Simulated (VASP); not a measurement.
Runs of VASP 6.6.1 on C. The structure is that of space group Pm-3m (No. 221), or close to it. The cells are those of the table. 

| task | cell | k mesh | gap on the mesh (eV) | pressure (GPa) |
| --- | --- | --- | --- | --- |
| single point | a = 1.751 Å, 1 atom | 20 × 20 × 20 | none | 18.2 |
| single point | a = 1.701 Å, 1 atom | 20 × 20 × 20 | none | 55.9 |
| single point | a = 1.775 Å, 1 atom | 16 × 16 × 16 | none | (b) |
| single point | a = 1.822 Å, 1 atom | 20 × 20 × 20 | none | -18.0 |
| relaxation of cell and atoms | relaxed from a = 1.926 Å, 1 atom | 16 × 16 × 16 | none | 0.0 |
| single point | a = 1.844 Å, 1 atom | 20 × 20 × 20 | none | -26.2 |
| single point | a = 1.775 Å, 1 atom | 20 × 20 × 20 | none | (a) |
| single point | a = 1.799 Å, 1 atom | 20 × 20 × 20 | none | -8.0 |

Alike in all rows: level revPBE; potentials or basis VASP PAW PBE potentials, release 64 (C); no spin polarisation; cutoff (eV) 600; smearing fermi-dirac 0.1 eV.

Question: Fill in the values left out.

Answer: (a) 4.0; (b) -0.3.

Caveats: the PAW data sets were made with another functional, which shifts forces and pressure a little; the cell stands under pressure (at least some runs); the cell stands under tension (at least some runs).

A gap of «none» marks levels without a gap at the run's occupations.
